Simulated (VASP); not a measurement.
# Ge3W2 (P4mm) in VASP: notebook, part 2 of 2

VASP 6.6.1. The steps go on from the part before.

## (3) Single point, PBE

This run uses another cell than the first one, of 18.56 Å³/atom, 1.103 times its volume.

The input, INCAR:

```
  PREC = Accurate
  ENCUT = 520
  EDIFF = 1E-6
  ISMEAR = 0
  SIGMA = 0.1
  LREAL = False
  LASPH = True
  NELM = 100
  ALGO = Normal
  ISIF = 2
  LWAVE = False
  LCHARG = False
  GGA = PE
  NBANDS = 43
```

The input, KPOINTS:

```
regular mesh
0
Gamma
  4 4 4
```

The input, POSCAR:

```
Ge3W2
1.0
    3.5592164781      0.0000000000      0.0000000000
    0.0000000000      3.5592164781      0.0000000000
    0.0000000000      0.0000000000      7.3267313948
Ge W
3 2
Direct
    0.5000000000      0.0000000000      0.9687626794
    0.0000000000      0.5000000000      0.9687626794
    0.0000000000      0.0000000000      0.3733641133
    0.0000000000      0.0000000000      0.7173418426
    0.5000000000      0.5000000000      0.2417686054
```

Potentials or basis: VASP PAW PBE potentials, release 64 (Ge_d, W_sv).

On the command line:

```bash
> cat potpaw_PBE.64/Ge_d/POTCAR potpaw_PBE.64/W_sv/POTCAR > POTCAR
> mpirun -np 1 vasp_std > vasp.out
```

OUTCAR:

```text
PREC = Accurate
   ENCUT = 520
   EDIFF = 1E-6
   ISMEAR = 0
   LREAL = False
   LASPH = True
   NELM = 100
   ISIF = 2
   GGA = PE

 ion  position               nearest neighbor table
   1  0.500  0.000  0.969-   2 2.52   2 2.52   2 2.52   2 2.52   4 2.56   4 2.56   5 2.68   5 2.68

   2  0.000  0.500  0.969-   1 2.52   1 2.52   1 2.52   1 2.52   4 2.56   4 2.56   5 2.68   5 2.68

   3  0.000  0.000  0.373-   4 2.52   5 2.70   5 2.70   5 2.70   5 2.70
   4  0.000  0.000  0.717-   3 2.52   2 2.56   1 2.56   2 2.56   1 2.56
   5  0.500  0.500  0.242-   1 2.68   2 2.68   1 2.68   2 2.68   3 2.70   3 2.70   3 2.70   3 2.70

  LATTYP: Found a simple tetragonal cell.
 ALAT       =     3.5592164781
 C/A-ratio  =     2.0585236779

  Lattice vectors:

 A1 = (   3.5592164781,   0.0000000000,   0.0000000000)
 A2 = (   0.0000000000,   3.5592164781,   0.0000000000)
 A3 = (   0.0000000000,   0.0000000000,   7.3267313948)

Analysis of symmetry for initial positions (statically):
=====================================================================
 Subroutine PRICEL returns:
 Original cell was already a primitive cell.

 Routine SETGRP: Setting up the symmetry group for a
 simple tetragonal supercell.

 Subroutine GETGRP returns: Found  8 space group operations
 (whereof  8 operations were pure point group operations)
 out of a pool of 16 trial point group operations.

The static configuration has the point symmetry C_4v.

Analysis of symmetry for dynamics (positions and initial velocities):
=====================================================================
 Subroutine PRICEL returns:
 Original cell was already a primitive cell.

 Routine SETGRP: Setting up the symmetry group for a
 simple tetragonal supercell.

 Subroutine GETGRP returns: Found  8 space group operations
 (whereof  8 operations were pure point group operations)
 out of a pool of 16 trial point group operations.

The dynamic configuration has the point symmetry C_4v.

 Subroutine INISYM returns: Found  8 space group operations
 (whereof  8 operations are pure point group operations),
 and found     1 'primitive' translations

----------------------------------------------------------------------------------------

                                     Primitive cell

  volume of cell :      92.8152

  direct lattice vectors                    reciprocal lattice vectors
     3.559216478  0.000000000  0.000000000     0.280960713  0.000000000  0.000000000
     0.000000000  3.559216478  0.000000000     0.000000000  0.280960713  0.000000000
     0.000000000  0.000000000  7.326731395     0.000000000  0.000000000  0.136486510

  length of vectors
     3.559216478  3.559216478  7.326731395     0.280960713  0.280960713  0.136486510

  position of ions in fractional coordinates (direct lattice)
     0.500000000  0.000000000  0.968762679
     0.000000000  0.500000000  0.968762679
     0.000000000  0.000000000  0.373364113
     0.000000000  0.000000000  0.717341843
     0.500000000  0.500000000  0.241768605

  ion indices of the primitive-cell ions
   primitive index   ion index
                 1           1
                 2           2
[... 26 lines left out ...]
 ===========================================

 Found     18 irreducible k-points:

 Following reciprocal coordinates:
            Coordinates               Weight
  0.000000  0.000000  0.000000      1.000000
  0.250000  0.000000  0.000000      4.000000
  0.500000  0.000000  0.000000      2.000000
  0.250000  0.250000  0.000000      4.000000
  0.500000  0.250000  0.000000      4.000000
  0.500000  0.500000  0.000000      1.000000
[... 10 lines left out ...]
  0.500000  0.250000  0.500000      4.000000
  0.500000  0.500000  0.500000      1.000000
   k-points           NKPTS =     18   k-points in BZ     NKDIM =     18   number of bands    NBANDS=     43
   number of dos      NEDOS =    301   number of ions     NIONS =      5
   total plane-waves  NPLWV =  42336
   dimension x,y,z NGX =    28 NGY =   28 NGZ =   54
   dimension x,y,z NGXF=    56 NGYF=   56 NGZF=  108
   ions per type =               3   2
   NGX,Y,Z   is equivalent  to a cutoff of  13.08, 13.08, 12.25 a.u.
   NGXF,Y,Z  is equivalent  to a cutoff of  26.16, 26.16, 24.51 a.u.
 SYSTEM =  unknown system
   PREC   = accura    normal or accurate (medium, high low for compatibility)
   ISTART =      0    job   : 0-new  1-cont  2-samecut
   ICHARG =      2    charge: 1-file 2-atom 10-const
   ISPIN  =      1    spin polarized calculation?
   LNONCOLLINEAR =      F non collinear calculations
   LSORBIT =      F    spin-orbit coupling
   LASPH  =      T    aspherical Exc in radial PAW
   ENCUT  =  520.0 eV  38.22 Ry    6.18 a.u.   6.62  6.62 13.62*2*pi/ulx,y,z
   NELM   =    100;   NELMIN=  2; NELMDL= -5     # of ELM steps
   EDIFF  = 0.1E-05   stopping-criterion for ELM
   LREAL  =      F    real-space projection
   EDIFFG = 0.1E-04   stopping-criterion for IOM
   NSW    =      0    number of steps for IOM
   IBRION =     -1    ionic relax: 0-MD 1-quasi-New 2-CG
   NFREE  =      0    steps in history (QN), initial steepest desc. (CG)
   ISIF   =      2    stress and relaxation
   ISYM   =      2    0-nonsym 1-usesym 2-fastsym
   POTIM  = 0.5000    time-step for ionic-motion
   TEBEG  =    0.0;   TEEND  =   0.0 temperature during run
   PSTRESS=    0.0 pullay stress
   NELECT =      70.0000    total number of electrons
   NUPDOWN=      -1.0000    fix difference up-down
   EMIN   =  10.00;   EMAX   =-10.00  energy-range for DOS
   EFERMI =   0.00;   METHOD = LEGACY
   ISMEAR =     0;   SIGMA  =   0.10  broadening in eV -4-tet -1-fermi 0-gaus
   EFERMI_NEDOS =   21; number of points for ismear=-14 and -15
   IALGO  =     38    algorithm
   IMIX   =      4    mixing-type and parameters
     AMIX     =   0.40;   BMIX     =  1.00
     AMIX_MAG =   1.60;   BMIX_MAG =  1.00
  volume/ion in A,a.u.               =      18.56       125.27
  Fermi-wavevector in a.u.,A,eV,Ry     =   1.490165  2.816004 30.213002  2.220593
  Thomas-Fermi vector in A             =   2.602982
   LORBIT       =      0    0 simple, 1 ext, 2 COOP (PROOUT), +10 PAW based schemes
   GGA     = PE    functional components
   LHFCALC =     F    Hartree Fock is set to
   AEXX    =    0.0000 exact exchange contribution
   IVDW    =     0    specifies the selected vdW correction
   LEPSILON=     F    determine dielectric tensor
   LRPA    =     F    only Hartree local field effects (RPA)
 non-spin polarized calculation
 Gauss-broadening in eV      SIGMA  =   0.10
  energy-cutoff  :      520.00
  volume of cell :       92.82
 maximum number of plane-waves:      2519
 NGX is ok and might be reduce to    28
   NGX = 13   NGY = 13   NGZ = 27

 number of electron      69.9999980 magnetization

 Free energy of the ion-electron system (eV)
  ---------------------------------------------------
  ext. energy  EPLUGINS =         0.00000000
  ---------------------------------------------------
  free energy    TOTEN  =       -35.75251971 eV

  energy without entropy =      -35.73841733  energy(sigma->0) =      -35.74546852

 E-fermi :   7.4380     XC(G=0): -11.6957

 val. band max:        7.3707418971   @ k =   0.2500   0.2500   0.0000
 cond. band min:       7.4580118032   @ k =   0.2500   0.2500   0.5000
 fundamental gap:      0.0872699060
 Fermi energy:         7.4379746090

 k-point     1 :       0.0000    0.0000    0.0000
  band No.  band energies     occupation
      1     -66.6314      2.00000
      2     -66.4140      2.00000
      3     -30.8483      2.00000
      4     -30.8258      2.00000
      5     -30.8258      2.00000
      6     -30.6766      2.00000
[... 817 lines left out ...]
     42      11.3086      0.00000
     43      12.3718      0.00000

------------------------ aborting loop because EDIFF is reached ----------------------------------------

  FORCE on cell =-STRESS in cart. coord.  units (eV):
  Direction    XX          YY          ZZ          XY          YZ          ZX
  --------------------------------------------------------------------------------------
  -------------------------------------------------------------------------------------
  Total        0.0797956      0.0797956      0.0923058      0.0000000     -0.0000000      0.0000000
  in kB        1.3774322      1.3774322      1.5933846      0.0000000     -0.0000000      0.0000000
  external PRESSURE =       1.4494164 kB  Pullay stress =       0.0000000 kB

 VOLUME and BASIS-vectors are now :
 -----------------------------------------------------------------------------
  energy-cutoff  :      520.00
  volume of cell :       92.82
      direct lattice vectors                 reciprocal lattice vectors
     3.559216478  0.000000000  0.000000000     0.280960713  0.000000000  0.000000000
     0.000000000  3.559216478  0.000000000     0.000000000  0.280960713  0.000000000
     0.000000000  0.000000000  7.326731395     0.000000000  0.000000000  0.136486510

 POSITION                                       TOTAL-FORCE (eV/Angst)
 -----------------------------------------------------------------------------------
      1.77961      0.00000      7.09786        -0.000000      0.000000     -0.003028
      0.00000      1.77961      7.09786        -0.000000      0.000000     -0.003028
      0.00000      0.00000      2.73554         0.000000      0.000000      0.000935
      0.00000      0.00000      5.25577         0.000000      0.000000     -0.007869
      1.77961      1.77961      1.77137        -0.000000      0.000000      0.012991
 -----------------------------------------------------------------------------------
    total drift:                                0.000000     -0.000000     -0.000394

  FREE ENERGIE OF THE ION-ELECTRON SYSTEM (eV)
  ---------------------------------------------------
  free  energy   TOTEN  =       -35.7525197068 eV

  energy  without entropy=      -35.7384173295  energy(sigma->0) =      -35.74546852
```

OSZICAR:

```text
N       E                     dE             d eps       ncg     rms          rms(c)
DAV:   1     0.808644407960E+03    0.80864E+03   -0.36522E+04  1976   0.413E+03
DAV:   2     0.849333324532E+02   -0.72371E+03   -0.70767E+03  1564   0.891E+02
DAV:   3    -0.309431149860E+02   -0.11588E+03   -0.11331E+03  1665   0.231E+02
DAV:   4    -0.378703478982E+02   -0.69272E+01   -0.67820E+01  1872   0.596E+01
DAV:   5    -0.380680817734E+02   -0.19773E+00   -0.19673E+00  1976   0.104E+01    0.232E+01
DAV:   6    -0.359696257001E+02    0.20985E+01   -0.10658E+01  1874   0.149E+01    0.620E+00
DAV:   7    -0.357999284429E+02    0.16970E+00   -0.92682E-01  2028   0.825E+00    0.399E+00
DAV:   8    -0.357589142491E+02    0.41014E-01   -0.20751E-01  1828   0.259E+00    0.576E-01
DAV:   9    -0.357539481884E+02    0.49661E-02   -0.62319E-02  1914   0.117E+00    0.321E-01
DAV:  10    -0.357525175823E+02    0.14306E-02   -0.66310E-03  2040   0.653E-01    0.163E-01
DAV:  11    -0.357525252308E+02   -0.76485E-05   -0.99156E-04  1678   0.264E-01    0.545E-02
DAV:  12    -0.357525179762E+02    0.72545E-05   -0.12258E-04  2098   0.118E-01    0.270E-02
DAV:  13    -0.357525191327E+02   -0.11565E-05   -0.25981E-05  2090   0.542E-02    0.748E-03
DAV:  14    -0.357525197068E+02   -0.57404E-06   -0.40098E-06  1524   0.156E-02
   1 F= -.35752520E+02 E0= -.35745469E+02  d E =-.141024E-01
```

stdout:

```text
POSCAR found type information on POSCAR GeW
 POSCAR found :  2 types and       5 ions
 scaLAPACK will be used
 LDA part: xc-table for (Slater+PW92), standard interpolation
 POSCAR, INCAR and KPOINTS ok, starting setup
 FFT: planning ... GRIDC
 FFT: planning ... GRID_SOFT
 FFT: planning ... GRID
 WAVECAR not read
 entering main loop
```

It took 38 s on 1 thread of Intel Xeon 6975P-C (Granite Rapids), shared host; peak memory 0.21 GiB.

Results:

```yaml
Free_energy: -35.7525 eV
Pressure: 0.1 GPa
Largest_force: 0.013 eV/Å
Band_gap_on_the_k_mesh: zero (band 35 reaches 8.83 eV, above the bottom of band 36 at 7.29 eV)
```

Forces in eV/Å, atoms in the order of the input:
```
Ge   0.000  0.000 -0.003
Ge   0.000  0.000 -0.003
Ge   0.000  0.000  0.001
W    0.000  0.000 -0.008
W    0.000  0.000  0.013
```

Caveat: the k points lie up to 0.44 Å⁻¹ apart; spin-orbit coupling is left out, which moves the levels of the heavy elements.

## (4) Single point, PBE

This run uses another cell than the first one, of 18.54 Å³/atom, 1.102 times its volume.

The input, INCAR:

```
SYSTEM = Ge3W2
PREC = Accurate ; ENCUT = 520
EDIFF = 1E-6 ; ISMEAR = 0
SIGMA = 0.1 ; LREAL = .False.
LASPH = .True. ; NELM = 60
ALGO = Normal ; ISIF = 2
LWAVE = .False. ; LCHARG = .True.
GGA = PE ; LELF = .True.
LVHAR = .True. ; NBANDS = 43
```

The input, KPOINTS:

```
regular mesh
0
Gamma
  6 6 4
  0 0 0
```

The input, POSCAR:

```
Ge3W2
1.0
    3.5545590053      0.0000000000      0.0000000000
    0.0000000000      3.5545590053      0.0000000000
    0.0000000000      0.0000000000      7.3368336117
Ge W
3 2
Direct
    0.5000000000      0.0000000000      0.9692519129
    0.0000000000      0.5000000000      0.9692519129
    0.0000000000      0.0000000000      0.3737874791
    0.0000000000      0.0000000000      0.7158457940
    0.5000000000      0.5000000000      0.2418628212
```

On the command line:

```bash
> cat potpaw_PBE.64/Ge_d/POTCAR potpaw_PBE.64/W_sv/POTCAR > POTCAR
> mpirun -np 1 vasp_std > vasp.out
```

It took 57 s on 1 thread of Intel Xeon 6975P-C (Granite Rapids), shared host; peak memory 0.25 GiB.

It converged, with:

| Property | Result |
| --- | --- |
| Free energy | -35.7222 eV |
| Pressure | 0.2 GPa |
| Largest force | 0.012 eV/Å |
| Band gap on the k mesh | zero (band 35 reaches 8.83 eV, above the bottom of band 36 at 7.28 eV) |

Forces on the atoms (eV/Å):
```
Ge   0.000  0.000 -0.002
Ge   0.000  0.000 -0.002
Ge   0.000  0.000  0.001
W    0.000  0.000 -0.010
W    0.000  0.000  0.012
```

Levels at points of the mesh, in eV from the Fermi level:
| k point | band 33 | band 34 | band 35 | band 36 | band 37 | band 38 |
| --- | --- | --- | --- | --- | --- | --- |
| (0.00, 0.00, 0.00) | -0.29 | -0.29 | 0.43 | 0.58 | 0.58 | 1.11 |
| (0.50, 0.00, 0.00) | -1.46 | -1.34 | -0.02 | 0.01 | 1.30 | 1.52 |
| (0.50, 0.50, 0.00) | -2.58 | -1.35 | 0.87 | 1.40 | 1.40 | 1.66 |
| (0.00, 0.00, 0.50) | -1.00 | -1.00 | 0.44 | 1.10 | 1.31 | 1.42 |
| (0.50, 0.00, 0.50) | -1.46 | -1.12 | -0.82 | 0.19 | 1.11 | 1.63 |
| (0.50, 0.50, 0.50) | -1.85 | -1.12 | 1.19 | 1.19 | 1.63 | 1.66 |

Caveat: spin-orbit coupling is left out, which moves the levels of the heavy elements.

## (5) Relaxation of cell and atoms, PBE

The input, INCAR:

```
PREC = Accurate
ENCUT = 600
EDIFF = 1E-6
ISMEAR = 0
SIGMA = 0.1
LREAL = False
LASPH = True
NELM = 60
ALGO = Normal
ISIF = 3
LWAVE = False
LCHARG = False
GGA = PE
IBRION = 2
NSW = 90
EDIFFG = -0.04
```

The input, KPOINTS:

```
regular mesh
0
Gamma
  4 4 4
```

The input, POSCAR:

```
Ge3W2
1.0
    3.8515001800      0.0000000000      0.0000000000
    0.0000000000      3.8515001800      0.0000000000
    0.0000000000      0.0000000000      5.6727931100
Ge W
3 2
Direct
    0.5000000000      0.0000000000      0.9934612500
    0.0000000000      0.5000000000      0.9934612500
    0.0000000000      0.0000000000      0.2721384500
    0.0000000000      0.0000000000      0.7211286400
    0.5000000000      0.5000000000      0.2898103300
```

On the command line:

```bash
> cat potpaw_PBE.64/Ge_d/POTCAR potpaw_PBE.64/W_sv/POTCAR > POTCAR
> mpirun -np 1 vasp_std > vasp.out
```

Wall time 22 min (1 thread of Intel Xeon 6975P-C, shared host); peak memory 0.28 GiB.

Results (log left out):

| Quantity | Value |
| --- | --- |
| Free energy | -35.7399 eV |
| Relaxed volume | 18.57 Å³/atom |
| Relaxed cell | a = 3.562 Å, b = 3.562 Å, c = 7.321 Å, α = 90.00°, β = 90.00°, γ = 90.00° |
| Space group after relaxing (to 0.05 Å) | P4mm (No. 99) |
| Energy gained by relaxing | 603.4 meV/atom |
| Ionic steps | 32 |
| Pressure after relaxing | 0.0 GPa |
| Largest force after relaxing | 0.015 eV/Å |
| Band gap on the k mesh | zero (band 35 reaches 8.83 eV, above the bottom of band 36 at 7.28 eV) |

Forces on the atoms (eV/Å):
```
Ge   0.000  0.000  0.015
Ge   0.000  0.000  0.015
Ge   0.000  0.000 -0.008
W    0.000  0.000 -0.007
W    0.000  0.000 -0.015
```

Step by step:
| step | energy change (eV) | largest force (eV/Å) | pressure (GPa) | volume (Å³) |
| --- | --- | --- | --- | --- |
| 1 | 0.0000 | 3.8335 | 20.30 | 84.15 |
| 2 | 0.0696 | 1.2406 | -18.94 | 112.80 |
| 3 | -1.2055 | 2.0452 | -6.86 | 96.47 |
| 4 | -1.2113 | 2.1244 | -5.72 | 95.66 |
| 5 | -1.9067 | 0.6851 | -4.46 | 92.02 |
| 6 | -2.0676 | 2.0360 | -2.10 | 89.82 |
| 7 | -2.1436 | 1.0256 | 5.42 | 85.48 |
| 8 | -2.2269 | 0.9639 | 1.53 | 87.29 |
| 9 | -2.2930 | 0.9698 | -0.15 | 88.79 |
| 10 | -2.3844 | 1.2495 | -4.08 | 93.26 |
| 11 | -2.4095 | 1.2390 | -3.62 | 93.28 |
| 12 | -2.4765 | 1.2351 | -2.51 | 93.33 |
| 13 | -2.5749 | 1.3944 | -0.03 | 93.42 |
| 14 | -2.3081 | 3.6855 | 6.87 | 93.59 |
| 15 | -2.5887 | 1.5073 | 0.87 | 93.45 |
| 16 | -2.6527 | 1.3354 | 1.07 | 93.66 |
| 17 | -2.7479 | 1.8754 | 1.77 | 94.19 |
| 18 | -2.8630 | 1.5154 | -0.12 | 94.87 |
| 19 | -2.9476 | 0.8910 | -3.06 | 96.07 |
| 20 | -2.9834 | 0.7413 | -1.58 | 94.77 |
| 21 | -3.0023 | 0.5537 | 0.32 | 93.24 |
| 22 | -3.0028 | 0.5131 | 0.66 | 92.93 |
| 23 | -3.0097 | 0.2958 | 0.18 | 93.05 |
| 24 | -3.0126 | 0.0462 | -0.40 | 93.20 |
| 25 | -3.0151 | 0.0902 | -0.14 | 92.96 |
| 26 | -3.0159 | 0.1584 | 0.31 | 92.64 |
| 27 | -3.0160 | 0.1463 | 0.28 | 92.70 |
| 28 | -3.0167 | 0.0966 | 0.05 | 92.84 |
| 29 | -3.0169 | 0.0562 | -0.05 | 92.95 |
| 30 | -3.0169 | 0.0494 | -0.16 | 92.97 |
| 31 | -3.0169 | 0.0532 | -0.12 | 92.96 |
| 32 | -3.0171 | 0.0148 | -0.04 | 92.87 |

Final structure:
```xyz
5
Lattice="3.5617 0.0000 0.0000 0.0000 3.5617 0.0000 0.0000 0.0000 7.3207" Properties=species:S:1:pos:R:3 pbc="T T T"
Ge    1.7809    0.0000    7.0912
Ge    0.0000    1.7809    7.0912
Ge    0.0000    3.5617    2.7329
W     0.0000    3.5617    5.2513
W     1.7809    1.7809    1.7722
```

Levels at points of the mesh, in eV from the Fermi level:
| k point | band 32 | band 33 | band 34 | band 35 | band 36 | band 37 | band 38 | band 39 |
| --- | --- | --- | --- | --- | --- | --- | --- | --- |
| (0.00, 0.00, 0.00) | -1.38 | -0.23 | -0.23 | 0.46 | 0.69 | 0.69 | 1.20 | 1.22 |
| (0.50, 0.00, 0.00) | -1.66 | -1.40 | -1.27 | 0.06 | 0.12 | 1.38 | 1.56 | 2.17 |
| (0.50, 0.50, 0.00) | -2.74 | -2.48 | -1.23 | 0.96 | 1.50 | 1.50 | 1.68 | 1.79 |
| (0.00, 0.00, 0.50) | -1.04 | -0.92 | -0.92 | 0.46 | 1.20 | 1.42 | 1.52 | 2.24 |
| (0.50, 0.00, 0.50) | -1.48 | -1.38 | -1.00 | -0.77 | 0.27 | 1.17 | 1.67 | 2.11 |
| (0.50, 0.50, 0.50) | -2.42 | -1.74 | -1.02 | 1.30 | 1.30 | 1.68 | 1.69 | 1.79 |

Caveat: the k points lie up to 0.44 Å⁻¹ apart in the final cell; spin-orbit coupling is left out, which moves the levels of the heavy elements.

## (6) The runs side by side

| task | cell | k mesh | cutoff (eV) | gap on the mesh (eV) | pressure (GPa) | largest force (eV/Å) |
| --- | --- | --- | --- | --- | --- | --- |
| single point | a = 3.852, b = 3.852, c = 5.673 Å, 5 atoms | 4 × 4 × 4 | 520 | none | 20.2 | 3.83 |
| single point | a = 3.559, b = 3.559, c = 7.327 Å, 5 atoms | 4 × 4 × 4 | 520 | none | 0.1 | 0.01 |
| single point | a = 3.555, b = 3.555, c = 7.337 Å, 5 atoms | 6 × 6 × 4 | 520 | none | 0.2 | 0.01 |
| relaxation of cell and atoms | relaxed from a = 3.852, b = 3.852, c = 5.673 Å, 5 atoms | 4 × 4 × 4 | 600 | none | 0.0 | 0.01 |

Alike in all rows: level PBE; potentials or basis VASP PAW PBE potentials, release 64 (Ge_d, W_sv); no spin polarisation; smearing gaussian 0.1 eV.

Caveats: some runs use coarse meshes; spin-orbit coupling is left out, which moves the levels of the heavy elements; forces of over 1 eV/Å act on the atoms, so gaps and moduli don't describe the material at rest (some runs).

Absolute energies hang on the potentials; compare differences alone.
